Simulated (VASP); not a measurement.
Write the native input for VASP 6.6.1 that does the following.

```
Task                   : single point
Functional             : PBE
Potentials or basis    : VASP PAW PBE potentials, release 64 (Sn_d)
Cutoff                 : 520 eV
k mesh                 : 16 × 16 × 9
Occupations            : fermi-dirac, width 0.08 eV
Spin                   : no spin polarisation
Dipole correction      : no
Further INCAR settings : ALGO = Normal; EDIFF = 1e-06; NBANDS = 21
```

The structure of Sn lies in POSCAR:

```
Sn
1.0
    2.6952710353      0.0000000000      0.0000000000
   -1.3476355176      2.3341731867      0.0000000000
    0.0000000000      0.0000000000      4.3652952640
Sn
2
Direct
    0.3333333333      0.6666666667      0.2500000000
    0.6666666667      0.3333333333      0.7500000000
```

This isn't the form of Sn at room conditions, which is tetragonal (white tin).

The input as run:

INCAR

```
SYSTEM = Sn
PREC = Accurate
ENCUT = 520
EDIFF = 1E-6
ISMEAR = -1
SIGMA = 0.08
LREAL = .False.
LASPH = .True.
NELM = 100
ALGO = Normal
ISIF = 2
LWAVE = .False.
LCHARG = .False.
GGA = PE
NBANDS = 21
```

KPOINTS

```
Automatic mesh
0
Gamma
  16 16 9
  0 0 0
```

Potentials or basis: VASP PAW PBE potentials, release 64 (Sn_d).

Command:

```console
$ cat potpaw_PBE.64/Sn_d/POTCAR > POTCAR
$ mpirun -np 1 vasp_std > vasp.out
```

Results of the run:

| Quantity | Value |
| --- | --- |
| Pressure | 180.1 GPa |
| Band gap on the k mesh | zero (bands 14 and 15 overlap by 13.61 eV) |

Caveat: the cell stands under pressure; spin-orbit coupling is left out, which moves the levels of the heavy elements.

Run time: 26 s on 1 thread of Intel(R) Xeon(R) 6975P-C (Granite Rapids) (shared host), peak memory 0.18 GiB.
